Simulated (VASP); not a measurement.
Crystal: Si3N2.

```xyz
5
Lattice="3.5058 0.0000 0.0000 0.0000 3.5058 0.0000 0.0000 0.0000 5.2794" Properties=species:S:1:pos:R:3 pbc="T T T"
Si    1.7529    1.7529    0.0000
Si    0.0000    1.7529    3.3475
Si    1.7529    0.0000    1.9319
N     1.7529    1.7529    2.6397
N     0.0000    0.0000    2.6397
```

The cell was built from a structure type or drawn by symmetry, and may not be a known phase.

| Property | Result |
| --- | --- |
| Program | VASP 6.6.1 |
| Task | relaxation of cell and atoms |
| Functional | PBE |
| Potentials or basis | VASP PAW PBE potentials, release 64 (Si, N) |
| Cutoff | 600 eV |
| k mesh | 6 × 6 × 4 |
| Occupations | gaussian, width 0.1 eV |
| Spin | no spin polarisation |

At the start: pressure 0.2 GPa; volume 12.98 Å³/atom.

Question: Where does the relaxation end?

Answer: Over 6 steps the energy falls by 3.3 meV/atom and the volume is 12.74 Å³/atom (-1.8 %); space group P-4m2 (No. 115, to 0.1 Å) before and after.

The path:
```csv
step,energy change (eV),largest force (eV/Å),pressure (GPa),volume (Å³)
1,0.0000,0.2781,0.16,64.89
2,-0.0058,0.0605,-0.82,65.01
3,-0.0063,0.0264,-1.20,65.05
4,-0.0106,0.0576,-0.63,64.57
5,-0.0135,0.1128,0.28,63.85
6,-0.0164,0.0386,0.15,63.71
```

Final structure:
```
Si N
1.0
     3.51916    0.00000    0.00000
     0.00000    3.51916    0.00000
     0.00000    0.00000    5.14457
Si N
3 2
Direct
  0.50000 0.50000 0.00000
  0.00000 0.50000 0.64082
  0.50000 0.00000 0.35918
  0.50000 0.50000 0.50000
  0.00000 0.00000 0.50000
```
